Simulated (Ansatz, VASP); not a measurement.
## InP in VASP and in Ansatz

File POSCAR:

```
InP
1.0
    0.0000000000      2.8728788579      2.8728788579
    2.8728788579      0.0000000000      2.8728788579
    2.8728788579      2.8728788579      0.0000000000
In P
1 1
Direct
    0.0000000000      0.0000000000      0.0000000000
    0.2500000000      0.2500000000      0.2500000000
```

INCAR.step1

```
SYSTEM = InP
  PREC = Accurate
  ENCUT = 400
  EDIFF = 1E-5
  ISMEAR = 0
  SIGMA = 0.01
  LREAL = .False.
  LASPH = .True.
  NELM = 120
  ALGO = Normal
  ISIF = 2
  LWAVE = .True.
  LCHARG = .False.
  GGA = PE
  NBANDS = 16
  GGA_COMPAT = .False.
```

The input INCAR.step2:

```
SYSTEM = InP
  PREC = Accurate
  ENCUT = 400
  EDIFF = 1E-6
  ISMEAR = 0
  SIGMA = 0.01
  LREAL = .False.
  LASPH = .True.
  NELM = 120
  ALGO = Normal
  ISIF = 2
  LWAVE = .False.
  LCHARG = .False.
  GGA = PE
  LHFCALC = .True.
  HFSCREEN = 0.2079
  PRECFOCK = Normal
  ISTART = 1
  NBANDS = 16
  GGA_COMPAT = .False.
```

Contents of KPOINTS:

```
regular mesh
0
Gamma
  6 6 6
  0 0 0
```

Input for Ansatz:

```yaml
crystal:
  lattice:
    - [0.0, 2.8728788579, 2.8728788579]
    - [2.8728788579, 0.0, 2.8728788579]
    - [2.8728788579, 2.8728788579, 0.0]
  atoms:
    - { symbol: In, position: [0.0, 0.0, 0.0] }
    - { symbol: P, position: [0.25, 0.25, 0.25] }
kpoints:
  mp_grid: { grid: [6, 6, 6] }
  band_path:
    path:
      - [0.0, 0.0, 0.0]
      - [-0.5, -0.5, 0.0]
      - [-0.375, -0.375, 0.25]
      - [-0.375, 0.0, 0.375]
      - [0.0, 0.0, 0.5]
      - [-0.5, -0.25, 0.25]
    npoints: 1
hamiltonian:
  xc: hse06
scf:
  occupations: { method: fixed }
  n_extra_bands: 4
output:
  forces: true
  stress: true
  eigenvalues: true
```

Change from the starting cell: hydrostatic strain -2.7%.

Alike in both runs: task single point; functional HSE06; k mesh 6 × 6 × 6; no spin polarisation.

```csv
,VASP,Ansatz
version,VASP 6.6.1,Ansatz 0.2.0
potentials or method,"VASP PAW PBE potentials, release 64 (In_d, P)","plane waves, PAW"
plane-wave cutoff (eV),400,420
occupations,"gaussian, width 0.01 eV",fixed
valence electrons in the cell,18,18
```

VASP gave:

```
gap on the k mesh at the Fermi level (eV) : 1.86
pressure (GPa)                            : 6.4
```

**Question.** Estimate Ansatz's values.

**Answer.** gap on the k mesh at the Fermi level (eV): 1.86; pressure (GPa): 6.7.

Ansatz's warnings: stress exchange threshold loose, stress scf threshold loose.
